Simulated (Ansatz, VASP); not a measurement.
One calculation of AlN, two programs

```xyz
2
Lattice="0.0000 2.0345 2.0345 2.0345 0.0000 2.0345 2.0345 2.0345 0.0000" Properties=species:S:1:pos:R:3 pbc="T T T"
Al    2.0345    2.0345    2.0345
N     0.0000    0.0000    0.0000
```

Alike in both runs: functional B3LYP; k mesh 6 × 6 × 6; occupations fermi-dirac, width 0.05 eV; no spin polarisation.

|  | VASP | Ansatz |
| --- | --- | --- |
| version | VASP 6.6.1 | Ansatz 0.2.0 |
| potentials or method | VASP PAW PBE potentials, release 64 (Al, N) | Ansatz PAW |
| plane-wave cutoff (eV) | 520 | 420 |
| valence electrons in the cell | 8 | 8 |
| task | single point | band structure |

VASP gave:

* gap on the k mesh at the Fermi level (eV): 6.24
* least direct gap on the mesh (eV): 7.49
* pressure (GPa): -2.5

Q: What did Ansatz give for the same quantities?

A: gap on the k mesh at the Fermi level (eV): 6.25; least direct gap on the mesh (eV): 7.46; pressure (GPa): -3.3.

VASP's potentials were made for PBE, not for B3LYP. The functional is the same, so the differences come from potentials, cutoffs and numerics.

The k mesh is coarse, so the values compare programs but aren't converged.
